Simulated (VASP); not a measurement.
Write the native input for VASP 6.6.1 that does the following.

* Task: relaxation of cell and atoms
* Functional: PBE
* Potentials or basis: VASP PAW PBE potentials, release 64 (K_sv, H)
* Cutoff: 600 eV
* k mesh: 6 × 6 × 6
* Occupations: gaussian, width 0.1 eV
* Spin: no spin polarisation
* Dipole correction: no
* Further INCAR settings: ALGO = Normal; EDIFF = 1e-07; IBRION = 2; EDIFFG = -0.04; NSW = 90; ISIF = 3

The structure of KH2 lies in POSCAR:

```
KH2
1.0
    1.6896148775      0.9754996044      5.1030691554
   -1.6896148775      0.9754996044      5.1030691554
    0.0000000000     -1.9509992087      5.1030691554
K H
1 2
Direct
    0.0000000000      0.0000000000      0.0000000000
    0.7500000000      0.7500000000      0.7500000000
    0.2500000000      0.2500000000      0.2500000000
```

One way to write it, as run:

INCAR

```
SYSTEM = KH2
  PREC = Accurate
  ENCUT = 600
  EDIFF = 1E-7
  ISMEAR = 0
  SIGMA = 0.1
  LREAL = .False.
  LASPH = .True.
  NELM = 100
  ALGO = Normal
  ISIF = 3
  LWAVE = .False.
  LCHARG = .False.
  GGA = PE
  IBRION = 2
  NSW = 90
  EDIFFG = -0.04
```

KPOINTS

```
regular mesh
0
Gamma
  6 6 6
  0 0 0
```

Potentials or basis: VASP PAW PBE potentials, release 64 (K_sv, H).

Run with:

```sh
$ cat potpaw_PBE.64/K_sv/POTCAR potpaw_PBE.64/H/POTCAR > POTCAR
$ mpirun -np 1 vasp_std > vasp.out
```

Results of the run:

| Quantity | Value |
| --- | --- |
| Relaxed volume | 18.01 Å³/atom |
| Relaxed cell | a = 4.769 Å, b = 4.769 Å, c = 4.769 Å, α = 47.55°, β = 47.55°, γ = 47.55° |
| Space group after relaxing (to 0.1 Å) | R-3m (No. 166) |
| Energy gained by relaxing | 387.0 meV/atom |
| Ionic steps | 32 |
| Pressure after relaxing | -0.1 GPa |
| Largest force after relaxing | 0.035 eV/Å |
| Band gap on the k mesh | zero (an odd number of electrons rules out a gap without spin polarisation) |

Caveat: the k points lie up to 0.33 Å⁻¹ apart in the final cell, too coarse for converged energies and pressures of a metal; an odd number of electrons without spin polarisation forces a metal; a magnetic or distorted state may lie lower.

Wall time 21 min on 1 thread of Intel Xeon 8259CL, on a shared host, peak memory 0.37 GiB.
